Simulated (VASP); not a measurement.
Input of a VASP 6.6.1 run:

The input INCAR:

```
PREC = Accurate
ENCUT = 520
EDIFF = 1E-6
ISMEAR = 0
SIGMA = 0.15
LREAL = F
LASPH = T
NELM = 60
ALGO = Fast
ISIF = 2
LWAVE = F
LCHARG = F
NBANDS = 16
```

File KPOINTS:

```
regular mesh
0
Gamma
  16 16 16
```

File POSCAR:

```
MgRh
1.0
    3.0992000000      0.0000000000      0.0000000000
    0.0000000000      3.0992000000      0.0000000000
    0.0000000000      0.0000000000      3.0992000000
Mg Rh
1 1
Direct
    0.0000000000      0.0000000000     -0.1613319566
    0.5000000000      0.5000000000      0.5000000000
```

Potentials or basis: VASP PAW LDA potentials, release 64 (Mg, Rh_pv).

Command:

```bash
$ cat potpaw_LDA.64/Mg/POTCAR potpaw_LDA.64/Rh_pv/POTCAR > POTCAR
$ mpirun -np 1 vasp_std > vasp.out
```

**Question.** What does it give for the largest force?

**Answer.** 2.452 eV/Å.

**Question.** Predict the pressure.

**Answer.** 3.0 GPa.

Forces on the atoms (eV/Å):
```
Mg   0.000  0.000  2.452
Rh   0.000  0.000 -2.452
```

Caveat: the cell differs from its parent crystal (all Mg atoms moved -0.500 Å, as atom 1 along Cartesian [0 0 1]); forces of over 1 eV/Å act on the atoms, so gaps and moduli don't describe the material at rest.
